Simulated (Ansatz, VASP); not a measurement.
## Two plane-wave programs on W15C16

```
CELL_PARAMETERS angstrom
-2.92207 5.06118 5.69265
5.84415 0.00000 5.69265
2.92207 5.06118 0.00000
ATOMIC_POSITIONS crystal
W 0.99594 0.00447 0.00187
W 0.25211 0.24507 0.24399
W 0.00242 0.99768 0.49891
W 0.25599 0.25455 0.74057
W 0.00057 0.50101 0.99940
W 0.37954 0.61973 0.43033
W 0.00834 0.50362 0.48987
W 0.23657 0.76351 0.79003
W 0.49676 0.99242 0.00049
W 0.74663 0.25372 0.25284
W 0.49914 0.99976 0.50021
W 0.75323 0.24743 0.74364
W 0.50141 0.49903 0.98115
W 0.74543 0.74429 0.25147
W 0.75470 0.74810 0.74145
C 0.03956 0.20575 0.12540
C 0.29363 0.44019 0.35815
C 0.04371 0.20812 0.62211
C 0.28718 0.46726 0.87070
C 0.02223 0.70951 0.12722
C 0.29347 0.94914 0.38686
C 0.05225 0.70677 0.62876
C 0.29081 0.97770 0.85917
C 0.54517 0.20836 0.11693
C 0.80822 0.45516 0.36786
C 0.54504 0.19251 0.63042
C 0.79258 0.45523 0.86990
C 0.55987 0.70664 0.09279
C 0.79452 0.96082 0.36992
C 0.53331 0.71366 0.62547
C 0.79249 0.95674 0.87331
```

Alike in both runs: task single point; functional LDA; k mesh 2 × 2 × 3; occupations methfessel-paxton of order 1, width 0.1 eV; no spin polarisation.

```csv
,VASP,Ansatz
version,VASP 6.6.1,Ansatz 0.2.0
potentials or method,"VASP PAW LDA potentials, release 64 (W_sv, C), cutoff 520 eV",plane-wave PAW DFT
valence electrons in the cell,274,274
```

|  | VASP | Ansatz | Ansatz less VASP |
| --- | --- | --- | --- |
| rms of the force components (eV/Å) | 0.053 | 0.067 | +0.0147 |

Ansatz warns that its potentials were made for another functional, while VASP's fit it. LDA's correlation is that of Perdew and Zunger in VASP and of Perdew and Wang (1992) in Ansatz.

The k mesh is coarse, so the values compare programs but aren't converged. Spin-orbit coupling is off throughout.
